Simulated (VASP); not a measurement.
# ZnS (F-43m) in VASP: further runs

Runs on ZnS. Level: PBE. Tasks: single point.

Everything below comes from runs of VASP 6.6.1. Logs are shortened: lines on timing, memory, paths and dates and some standing lists are left out, and cuts for length are marked.

## (1) The cell of the first run

It takes space group F-43m (No. 216, cubic). The conventional cell has a = 5.256 Å, b = 5.256 Å, c = 5.256 Å, α = 90.00°, β = 90.00°, γ = 90.00°. Zn (site symmetry -43m) has 4 S at 2.28 Å within 3.0 Å. S (site symmetry -43m) has 4 Zn at 2.28 Å within 3.0 Å.

## (2) Single point, PBE

INCAR reads:

```
PREC = Accurate
ENCUT = 500
EDIFF = 1E-6
ISMEAR = -1
SIGMA = 0.1
LREAL = F
LASPH = T
NELM = 120
ALGO = Normal
ISIF = 2
LWAVE = F
LCHARG = F
GGA = PE
NBANDS = 16
GGA_COMPAT = F
```

KPOINTS reads:

```
regular mesh
0
Gamma
  6 6 6
```

POSCAR reads:

```
ZnS
1.0
    0.0000000000      2.6279350084      2.6279350084
    2.6279350084      0.0000000000      2.6279350084
    2.6279350084      2.6279350084      0.0000000000
Zn S
1 1
Direct
    0.2500000000      0.2500000000      0.2500000000
    0.0000000000      0.0000000000      0.0000000000
```

Potentials or basis: VASP PAW PBE potentials, release 64 (Zn, S).

On the command line:

```bash
> cat potpaw_PBE.64/Zn/POTCAR potpaw_PBE.64/S/POTCAR > POTCAR
> mpirun -np 1 vasp_std > vasp.out
```

OUTCAR:

```text
PREC = Accurate
   ENCUT = 500
   EDIFF = 1E-6
   ISMEAR = -1
   LREAL = F
   LASPH = T
   NELM = 120
   ISIF = 2
   GGA = PE

 ion  position               nearest neighbor table
   1  0.250  0.250  0.250-   2 2.28   2 2.28   2 2.28   2 2.28
   2  0.000  0.000  0.000-   1 2.28   1 2.28   1 2.28   1 2.28

  LATTYP: Found a face centered cubic cell.
 ALAT       =     5.2558700168

  Lattice vectors:

 A1 = (   0.0000000000,   2.6279350084,   2.6279350084)
 A2 = (   2.6279350084,   0.0000000000,   2.6279350084)
 A3 = (   2.6279350084,   2.6279350084,   0.0000000000)

Analysis of symmetry for initial positions (statically):
=====================================================================
 Subroutine PRICEL returns:
 Original cell was already a primitive cell.

 Routine SETGRP: Setting up the symmetry group for a
 face centered cubic supercell.

 Subroutine GETGRP returns: Found 24 space group operations
 (whereof 24 operations were pure point group operations)
 out of a pool of 48 trial point group operations.

The static configuration has the point symmetry T_d .

Analysis of symmetry for dynamics (positions and initial velocities):
=====================================================================
 Subroutine PRICEL returns:
 Original cell was already a primitive cell.

 Routine SETGRP: Setting up the symmetry group for a
 face centered cubic supercell.

 Subroutine GETGRP returns: Found 24 space group operations
 (whereof 24 operations were pure point group operations)
 out of a pool of 48 trial point group operations.

The dynamic configuration has the point symmetry T_d .

 Subroutine INISYM returns: Found 24 space group operations
 (whereof 24 operations are pure point group operations),
 and found     1 'primitive' translations

----------------------------------------------------------------------------------------

                                     Primitive cell

  volume of cell :      36.2973

  direct lattice vectors                    reciprocal lattice vectors
     0.000000000  2.627935008  2.627935008    -0.190263457  0.190263457  0.190263457
     2.627935008  0.000000000  2.627935008     0.190263457 -0.190263457  0.190263457
     2.627935008  2.627935008  0.000000000     0.190263457  0.190263457 -0.190263457

  length of vectors
     3.716461330  3.716461330  3.716461330     0.329545975  0.329545975  0.329545975

  position of ions in fractional coordinates (direct lattice)
     0.250000000  0.250000000  0.250000000
     0.000000000  0.000000000  0.000000000

  ion indices of the primitive-cell ions
   primitive index   ion index
                 1           1
                 2           2

----------------------------------------------------------------------------------------

 KPOINTS: regular mesh

Automatic generation of k-mesh.
 Grid dimensions read from file:
 generate k-points for:    6    6    6

 Generating k-lattice:

  Cartesian coordinates                     Fractional coordinates (reciprocal lattice)
    -0.031710576  0.031710576  0.031710576     0.166666667  0.000000000  0.000000000
     0.031710576 -0.031710576  0.031710576     0.000000000  0.166666667  0.000000000
     0.031710576  0.031710576 -0.031710576     0.000000000  0.000000000  0.166666667

  Length of vectors
     0.054924329  0.054924329  0.054924329

  Shift w.r.t. Gamma in fractional coordinates (k-lattice)
     0.000000000  0.000000000  0.000000000

 Subroutine IBZKPT returns following result:
 ===========================================

 Found     16 irreducible k-points:

 Following reciprocal coordinates:
            Coordinates               Weight
  0.000000  0.000000  0.000000      1.000000
  0.166667  0.000000  0.000000      8.000000
  0.333333  0.000000  0.000000      8.000000
  0.500000  0.000000  0.000000      4.000000
  0.166667  0.166667  0.000000      6.000000
  0.333333  0.166667  0.000000     24.000000
[... 8 lines left out ...]
 -0.333333  0.333333  0.166667     24.000000
 -0.333333  0.500000  0.166667     12.000000
   k-points           NKPTS =     16   k-points in BZ     NKDIM =     16   number of bands    NBANDS=     16
   number of dos      NEDOS =    301   number of ions     NIONS =      2
   total plane-waves  NPLWV =  21952
   dimension x,y,z NGX =    28 NGY =   28 NGZ =   28
   dimension x,y,z NGXF=    56 NGYF=   56 NGZF=   56
   ions per type =               1   1
   NGX,Y,Z   is equivalent  to a cutoff of  12.53, 12.53, 12.53 a.u.
   NGXF,Y,Z  is equivalent  to a cutoff of  25.05, 25.05, 25.05 a.u.
 SYSTEM =  unknown system
   PREC   = accura    normal or accurate (medium, high low for compatibility)
   ISTART =      0    job   : 0-new  1-cont  2-samecut
   ICHARG =      2    charge: 1-file 2-atom 10-const
   ISPIN  =      1    spin polarized calculation?
   LNONCOLLINEAR =      F non collinear calculations
   LSORBIT =      F    spin-orbit coupling
   LASPH  =      T    aspherical Exc in radial PAW
   ENCUT  =  500.0 eV  36.75 Ry    6.06 a.u.   6.78  6.78  6.78*2*pi/ulx,y,z
   NELM   =    120;   NELMIN=  2; NELMDL= -5     # of ELM steps
   EDIFF  = 0.1E-05   stopping-criterion for ELM
   LREAL  =      F    real-space projection
   EDIFFG = 0.1E-04   stopping-criterion for IOM
   NSW    =      0    number of steps for IOM
   IBRION =     -1    ionic relax: 0-MD 1-quasi-New 2-CG
   NFREE  =      0    steps in history (QN), initial steepest desc. (CG)
   ISIF   =      2    stress and relaxation
   ISYM   =      2    0-nonsym 1-usesym 2-fastsym
   POTIM  = 0.5000    time-step for ionic-motion
   TEBEG  =    0.0;   TEEND  =   0.0 temperature during run
   PSTRESS=    0.0 pullay stress
   NELECT =      18.0000    total number of electrons
   NUPDOWN=      -1.0000    fix difference up-down
   EMIN   =  10.00;   EMAX   =-10.00  energy-range for DOS
   EFERMI =   0.00;   METHOD = LEGACY
   ISMEAR =    -1;   SIGMA  =   0.10  broadening in eV -4-tet -1-fermi 0-gaus
   EFERMI_NEDOS =   21; number of points for ismear=-14 and -15
   IALGO  =     38    algorithm
   IMIX   =      4    mixing-type and parameters
     AMIX     =   0.40;   BMIX     =  1.00
     AMIX_MAG =   1.60;   BMIX_MAG =  1.00
  volume/ion in A,a.u.               =      18.15       122.47
  Fermi-wavevector in a.u.,A,eV,Ry     =   1.295809  2.448724 22.845833  1.679121
  Thomas-Fermi vector in A             =   2.427305
   LORBIT       =      0    0 simple, 1 ext, 2 COOP (PROOUT), +10 PAW based schemes
   GGA     = PE    functional components
   LHFCALC =     F    Hartree Fock is set to
   AEXX    =    0.0000 exact exchange contribution
   IVDW    =     0    specifies the selected vdW correction
   LEPSILON=     F    determine dielectric tensor
   LRPA    =     F    only Hartree local field effects (RPA)
 non-spin polarized calculation
  energy-cutoff  :      500.00
  volume of cell :       36.30
 maximum number of plane-waves:       941
   NGX = 13   NGY = 13   NGZ = 13

 number of electron      17.9999998 magnetization

 Free energy of the ion-electron system (eV)
  ---------------------------------------------------
  ext. energy  EPLUGINS =         0.00000000
  ---------------------------------------------------
  free energy    TOTEN  =        -6.73790241 eV

  energy without entropy =       -6.73790220  energy(sigma->0) =       -6.73790230

 E-fermi :   4.2418     XC(G=0): -10.0276

 val. band max:        2.9276351586   @ k =   0.0000   0.0000   0.0000
 cond. band min:       5.4154300264   @ k =   0.0000   0.0000   0.0000
 fundamental gap:      2.4877948679
 Fermi energy:         4.2417906485

 k-point     1 :       0.0000    0.0000    0.0000
  band No.  band energies     occupation
      1     -10.8318      2.00000
      2      -3.7859      2.00000
      3      -3.7859      2.00000
      4      -3.7859      2.00000
      5      -3.1838      2.00000
      6      -3.1838      2.00000
[... 8 lines left out ...]
     15      14.7782      0.00000
     16      15.2681      0.00000

 k-point     2 :       0.1667    0.0000    0.0000
  band No.  band energies     occupation
      1     -10.5981      2.00000
      2      -3.7919      2.00000
      3      -3.7441      2.00000
      4      -3.7441      2.00000
      5      -3.1864      2.00000
      6      -3.1864      2.00000
[... 8 lines left out ...]
     15      13.9447      0.00000
     16      15.9437      0.00000

 k-point     3 :       0.3333    0.0000    0.0000
  band No.  band energies     occupation
      1     -10.0604      2.00000
      2      -3.6748      2.00000
      3      -3.6748      2.00000
      4      -3.6575      2.00000
      5      -3.1695      2.00000
      6      -3.1695      2.00000
[... 8 lines left out ...]
     15      14.6282      0.00000
     16      15.0456      0.00000

 k-point     4 :       0.5000    0.0000    0.0000
  band No.  band energies     occupation
      1      -9.7426      2.00000
      2      -3.6506      2.00000
      3      -3.6506      2.00000
      4      -3.1460      2.00000
      5      -3.1460      2.00000
      6      -3.0172      2.00000
[... 8 lines left out ...]
     15      16.5422      0.00000
     16      16.5422      0.00000

 k-point     5 :       0.1667    0.1667    0.0000
  band No.  band energies     occupation
      1     -10.5200      2.00000
      2      -3.8385      2.00000
      3      -3.7057      2.00000
      4      -3.7057      2.00000
      5      -3.2181      2.00000
      6      -3.1602      2.00000
[... 8 lines left out ...]
     15      15.1384      0.00000
     16      17.5114      0.00000

 k-point     6 :       0.3333    0.1667    0.0000
  band No.  band energies     occupation
      1     -10.0782      2.00000
      2      -3.8097      2.00000
      3      -3.6221      2.00000
      4      -3.6145      2.00000
      5      -3.2107      2.00000
      6      -3.1399      2.00000
[... 8 lines left out ...]
     15      15.6183      0.00000
     16      17.2697      0.00000

 k-point     7 :       0.5000    0.1667    0.0000
  band No.  band energies     occupation
      1      -9.6621      2.00000
      2      -3.6724      2.00000
      3      -3.5855      2.00000
      4      -3.3539      2.00000
      5      -3.1393      2.00000
      6      -3.0251      2.00000
[... 8 lines left out ...]
     15      16.5864      0.00000
     16      17.3540      0.00000

 k-point     8 :      -0.3333    0.1667    0.0000
  band No.  band energies     occupation
      1      -9.7692      2.00000
      2      -3.6516      2.00000
      3      -3.6127      2.00000
      4      -3.4670      2.00000
      5      -3.1879      2.00000
      6      -3.1138      2.00000
[... 8 lines left out ...]
     15      16.3406      0.00000
     16      17.3734      0.00000

 k-point     9 :      -0.1667    0.1667    0.0000
  band No.  band energies     occupation
      1     -10.2582      2.00000
      2      -3.7671      2.00000
      3      -3.6909      2.00000
      4      -3.6771      2.00000
      5      -3.2107      2.00000
      6      -3.1539      2.00000
[... 8 lines left out ...]
     15      15.1243      0.00000
     16      17.7551      0.00000

 k-point    10 :       0.3333    0.3333    0.0000
  band No.  band energies     occupation
      1      -9.8002      2.00000
      2      -3.9011      2.00000
      3      -3.5045      2.00000
      4      -3.5045      2.00000
      5      -3.2073      2.00000
      6      -3.1131      2.00000
[... 8 lines left out ...]
     15      16.0750      0.00000
     16      20.6237      0.00000

 k-point    11 :       0.5000    0.3333    0.0000
  band No.  band energies     occupation
      1      -9.4786      2.00000
      2      -3.8060      2.00000
      3      -3.4450      2.00000
      4      -3.4030      2.00000
      5      -3.1147      2.00000
      6      -2.9850      2.00000
[... 8 lines left out ...]
     15      16.7774      0.00000
     16      18.2936      0.00000

 k-point    12 :      -0.3333    0.3333    0.0000
  band No.  band energies     occupation
      1      -9.4670      2.00000
      2      -3.6855      2.00000
      3      -3.4964      2.00000
      4      -3.2600      2.00000
      5      -3.1661      2.00000
      6      -2.8908      2.00000
[... 8 lines left out ...]
     15      14.7423      0.00000
     16      20.0295      0.00000

 k-point    13 :       0.5000    0.5000    0.0000
  band No.  band energies     occupation
      1      -9.3734      2.00000
      2      -3.8990      2.00000
      3      -3.3734      2.00000
      4      -3.3734      2.00000
      5      -3.0895      2.00000
      6      -2.9371      2.00000
[... 8 lines left out ...]
     15      16.7518      0.00000
     16      17.7622      0.00000

 k-point    14 :       0.5000    0.3333    0.1667
  band No.  band energies     occupation
      1      -9.6842      2.00000
      2      -3.7196      2.00000
      3      -3.5795      2.00000
      4      -3.4521      2.00000
      5      -3.1605      2.00000
      6      -3.1039      2.00000
[... 8 lines left out ...]
     15      17.3075      0.00000
     16      17.9524      0.00000

 k-point    15 :      -0.3333    0.3333    0.1667
  band No.  band energies     occupation
      1      -9.4669      2.00000
      2      -3.6513      2.00000
      3      -3.5285      2.00000
      4      -3.2586      2.00000
      5      -3.2039      2.00000
      6      -2.8213      2.00000
[... 8 lines left out ...]
     15      17.0962      0.00000
     16      17.7706      0.00000

 k-point    16 :      -0.3333    0.5000    0.1667
  band No.  band energies     occupation
      1      -9.3680      2.00000
      2      -3.7273      2.00000
      3      -3.4302      2.00000
      4      -3.3381      2.00000
      5      -3.1584      2.00000
      6      -2.7561      2.00000
[... 8 lines left out ...]
     15      17.1251      0.00000
     16      18.2474      0.00000

------------------------ aborting loop because EDIFF is reached ----------------------------------------

  FORCE on cell =-STRESS in cart. coord.  units (eV):
  Direction    XX          YY          ZZ          XY          YZ          ZX
  --------------------------------------------------------------------------------------
  -------------------------------------------------------------------------------------
  Total        2.1417407      2.1417407      2.1417407      0.0000000      0.0000000     -0.0000000
  in kB       94.5373905     94.5373905     94.5373905      0.0000000      0.0000000     -0.0000000
  external PRESSURE =      94.5373905 kB  Pullay stress =       0.0000000 kB

 VOLUME and BASIS-vectors are now :
 -----------------------------------------------------------------------------
  energy-cutoff  :      500.00
  volume of cell :       36.30
      direct lattice vectors                 reciprocal lattice vectors
     0.000000000  2.627935008  2.627935008    -0.190263457  0.190263457  0.190263457
     2.627935008  0.000000000  2.627935008     0.190263457 -0.190263457  0.190263457
     2.627935008  2.627935008  0.000000000     0.190263457  0.190263457 -0.190263457

 POSITION                                       TOTAL-FORCE (eV/Angst)
 -----------------------------------------------------------------------------------
      1.31397      1.31397      1.31397         0.000000      0.000000      0.000000
      0.00000      0.00000      0.00000        -0.000000     -0.000000     -0.000000
 -----------------------------------------------------------------------------------
    total drift:                               -0.000001     -0.000001     -0.000001

  FREE ENERGIE OF THE ION-ELECTRON SYSTEM (eV)
  ---------------------------------------------------
  free  energy   TOTEN  =        -6.7379024075 eV

  energy  without entropy=       -6.7379022015  energy(sigma->0) =       -6.73790230
```

Run time: 23 s. Hardware: 1 thread of AMD EPYC 7R13, shared host; peak memory 0.12 GiB.

Results:

```
Free energy            : -6.7379 eV
Pressure               : 9.5 GPa
Band gap on the k mesh : 2.49 eV, direct
```

Expect the measured gap to be larger: semilocal functionals such as PBE lack the derivative discontinuity.

## (3) Single point, PBE

This run uses another cell than the first one, of 18.94 Å³/atom, 1.043 times its volume.

INCAR reads:

```
SYSTEM = ZnS
PREC     = Accurate       ! precision mode
ENCUT    = 500            ! plane-wave cutoff, eV
EDIFF    = 1E-6           ! SCF threshold, eV
ISMEAR   = -1             ! smearing method
SIGMA    = 0.1            ! smearing width, eV
LREAL    = .False.        ! projectors in reciprocal space
LASPH    = .True.         ! aspherical terms in the spheres
NELM     = 120            ! most SCF steps
ALGO     = Normal         ! electronic algorithm
ISIF     = 2              ! what is computed and relaxed
LWAVE    = .False.        ! write WAVECAR
LCHARG   = .True.         ! write CHGCAR
GGA      = PE             ! functional
LELF     = .True.         ! ELF
LVHAR    = .True.       
NBANDS   = 16             ! bands
GGA_COMPAT= .False.
```

KPOINTS reads:

```
regular mesh
0
Gamma
  6 6 6
  0 0 0
```

POSCAR reads:

```
ZnS
1.0
    0.0000000000      2.6654820099      2.6654820099
    2.6654820099      0.0000000000      2.6654820099
    2.6654820099      2.6654820099      0.0000000000
Zn S
1 1
Direct
    0.2500000000      0.2500000000      0.2500000000
    0.0000000000      0.0000000000      0.0000000000
```

Potentials or basis: VASP PAW PBE potentials, release 64 (Zn, S).

On the command line:

```bash
> cat potpaw_PBE.64/Zn/POTCAR potpaw_PBE.64/S/POTCAR > POTCAR
> mpirun -np 1 vasp_std > vasp.out
```

Run time: 26 s. Hardware: 1 thread of AMD EPYC 7R13, shared host; peak memory 0.12 GiB.

It converged, with:

| Quantity | Value |
| --- | --- |
| Free energy | -6.8099 eV |
| Pressure | 5.2 GPa |
| Band gap on the k mesh | 2.29 eV, direct |

Levels at points of the mesh, in eV from the valence-band top:
| k point | band 6 | band 7 | band 8 | band 9 | band 10 | band 11 | band 12 | band 13 |
| --- | --- | --- | --- | --- | --- | --- | --- | --- |
| (0.00, 0.00, 0.00) | -5.97 | 0.00 | 0.00 | 0.00 | 2.29 | 6.36 | 6.36 | 6.36 |
| (0.50, 0.00, 0.00) | -5.76 | -5.56 | -0.93 | -0.93 | 3.39 | 6.90 | 6.90 | 9.03 |
| (0.50, 0.50, 0.00) | -5.73 | -4.72 | -2.37 | -2.37 | 3.31 | 4.06 | 11.28 | 12.25 |
